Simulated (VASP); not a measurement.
TlF3, 4 atoms in the cell. The cell holds a molecule in a box, 4 atoms: a = 11.900 Å, b = 9.000 Å, c = 12.620 Å, α = 90.00°, β = 90.00°, γ = 90.00°. 

* Program: VASP 6.6.1
* Task: single point
* Functional: PBE
* Potentials or basis: VASP PAW PBE potentials, release 64 (Tl_d, F)
* Cutoff: 520 eV
* k mesh: 1 × 1 × 1
* Occupations: gaussian, width 0.01 eV
* Spin: non-collinear spin, zero start, spin-orbit coupling
* Starting moments: [[0.0, 0.0, 0.0], [0.0, 0.0, 0.0], [0.0, 0.0, 0.0], [0.0, 0.0, 0.0]] μB
* Dipole correction: no
* Further INCAR settings: ALGO = Normal; EDIFF = 1e-07; NBANDS = 48

Potentials or basis: VASP PAW PBE potentials, release 64 (Tl_d, F).

The run is started by

```console
$ cat potpaw_PBE.64/Tl_d/POTCAR potpaw_PBE.64/F/POTCAR > POTCAR
$ mpirun -np 1 vasp_ncl > vasp.out
```

Hardware: 1 thread of Intel(R) Xeon(R) Platinum 8488C (Sapphire Rapids) (shared host).

How long does it take, and how much memory?

It took 17 min on 1 thread of Intel(R) Xeon(R) Platinum 8488C (Sapphire Rapids), with other jobs on the host, peak memory 3.1 GiB. Counts: scf iterations 29, k points 1.
